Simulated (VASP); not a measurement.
## ZnSe: vibrations by perturbation theory with PBE

Crystal: ZnSe.

```
Zn Se
1.0
     0.00000    2.86588    2.86588
     2.86588    0.00000    2.86588
     2.86588    2.86588    0.00000
Zn Se
1 1
Cartesian
  0.0000 0.0000 0.0000
  4.2988 4.2988 4.2988
```

| Property | Result |
| --- | --- |
| Program | VASP 6.6.1 |
| Task | vibrations by perturbation theory |
| Functional | PBE |
| Potentials or basis | VASP PAW PBE potentials, release 64 (Zn, Se) |
| Cutoff | 520 eV |
| k mesh | 8 × 8 × 8 |
| Occupations | gaussian, width 0.01 eV |
| Spin | no spin polarisation |
| Dipole correction | no |
| Further INCAR settings | ALGO = Normal; EDIFF = 1e-08; NBANDS = 16; IBRION = 8; NSW = 1 |

```
Electronic dielectric tensor (diagonal)                 : 8.05
Born charges (mean of the diagonal)                     : Zn +2.14; Se -2.14 e
Highest phonon frequency at Γ, LO-TO splitting left out : 197 cm⁻¹
```

Phonon frequencies in cm⁻¹ (negative: imaginary):
| q point | frequencies |
| --- | --- |
| (0.000, 0.000, 0.000) | 0 0 0 197 197 197 |

Electronic dielectric tensor:
```
8.05 0.00 0.00
0.00 8.05 0.00
0.00 0.00 8.05
```

Born effective charge tensors (e):
atom 1, Zn
```
2.14 0.00 0.00
0.00 2.14 0.00
0.00 0.00 2.14
```
atom 2, Se
```
-2.14  0.00  0.00
 0.00 -2.14  0.00
 0.00  0.00 -2.14
```

Run time: 11 min on 1 thread of AMD EPYC 7R43 64-Core Processor (Zen 3), with other jobs on the host, peak memory 0.28 GiB.
